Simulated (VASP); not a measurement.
## WC: single point with PBEsol

The system is WC.

```
W C
1.0
     0.00000    2.19268    2.08305
     2.19268    0.00000    2.08305
     2.19268    2.19268    0.00000
W C
1 1
Direct
  0.00000 0.00000 0.00000
  0.50000 0.50000 0.50000
```

This cell differs from its parent crystal: strain +0.000 along x and y, -0.050 along z.

| Property | Result |
| --- | --- |
| Program | VASP 6.6.1 |
| Task | single point |
| Functional | PBEsol |
| Potentials or basis | VASP PAW PBE potentials, release 64 (W_sv, C) |
| Cutoff | 520 eV |
| k mesh | 18 × 18 × 18 |
| Occupations | gaussian, width 0.15 eV |
| Spin | no spin polarisation |
| Dipole correction | no |
| Further INCAR settings | ALGO = Normal; EDIFF = 1e-07; NBANDS = 16 |

- Pressure: 13.4 GPa
- Band gap on the k mesh: zero (bands 9 and 10 overlap by 3.09 eV)

Stress tensor (GPa, compression positive):
```
 0.00  0.00  0.00
 0.00  0.00  0.00
 0.00  0.00 40.24
```

Levels at points of the mesh, in eV from the Fermi level:
| k point | band 7 | band 8 | band 9 | band 10 | band 11 | band 12 |
| --- | --- | --- | --- | --- | --- | --- |
| (0.00, 0.00, 0.00) | -3.14 | -2.48 | -1.32 | -1.21 | -1.21 | -0.90 |
| (0.50, 0.00, 0.00) | -7.01 | -6.92 | 0.97 | 1.44 | 2.64 | 4.97 |
| (0.50, 0.50, 0.00) | -5.22 | -2.79 | -2.79 | 1.05 | 2.50 | 2.50 |
| (0.50, 0.00, 0.50) | -5.89 | -2.51 | -2.29 | 0.85 | 2.22 | 2.78 |

Wall time 3.2 min on 1 thread of AMD EPYC 7R43 64-Core Processor (Zen 3), with other jobs on the host, peak memory 0.23 GiB.

Caveat: the cell differs from its parent crystal (strain +0.000 along x and y, -0.050 along z); the cell stands under pressure; the PAW data sets were made with another functional, which shifts forces and pressure a little; spin-orbit coupling is left out, which moves the levels of the heavy elements.
